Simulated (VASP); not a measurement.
MgO, 2 atoms in the cell. Symmetry: F-43m, No. 216, cubic system. The conventional cell has a = 4.564 Å, b = 4.564 Å, c = 4.564 Å, α = 90.00°, β = 90.00°, γ = 90.00°. Mg (site symmetry -43m) has 4 O at 1.98 Å within 2.6 Å. Within 2.6 Å of O (site symmetry -43m) lie 4 Mg at 1.98 Å. 

```yaml
Program: VASP 6.6.1
Task: G0W0 quasiparticle levels
Functional: r2SCAN
Potentials_or_basis: VASP PAW PBE potentials, release 64 (Mg_GW, O_GW)
Cutoff: 500 eV
k_mesh: 6 × 6 × 6
Occupations: gaussian, width 0.01 eV
Spin: no spin polarisation
Dipole_correction: no
GW_scheme: G0W0
GW_iterations: 1
Cutoff_of_the_response_function: 180
Frequency_points: 96
Empty_bands: 130
Further_INCAR_settings: ALGO = EVGW0; EDIFF = 1e-08; NBANDS = 134
```

Potentials or basis: VASP PAW PBE potentials, release 64 (Mg_GW, O_GW).

Run with:

```sh
$ cat potpaw_PBE.64/Mg_GW/POTCAR potpaw_PBE.64/O_GW/POTCAR > POTCAR
$ cp INCAR.step1 INCAR
$ mpirun -np 1 vasp_std > vasp.out
$ cp INCAR.step2 INCAR
$ mpirun -np 1 vasp_std > vasp.out
$ cp INCAR.step3 INCAR
$ mpirun -np 1 vasp_std > vasp.out
```

Hardware: 1 thread of Intel(R) Xeon(R) 6975P-C (Granite Rapids), with other jobs on the host.

**Question.** Estimate the wall time of this run.

**Answer.** Wall time 2.8 min on 1 thread of Intel(R) Xeon(R) 6975P-C (Granite Rapids), on a shared host, peak memory 0.57 GiB. Counts: k points 16.
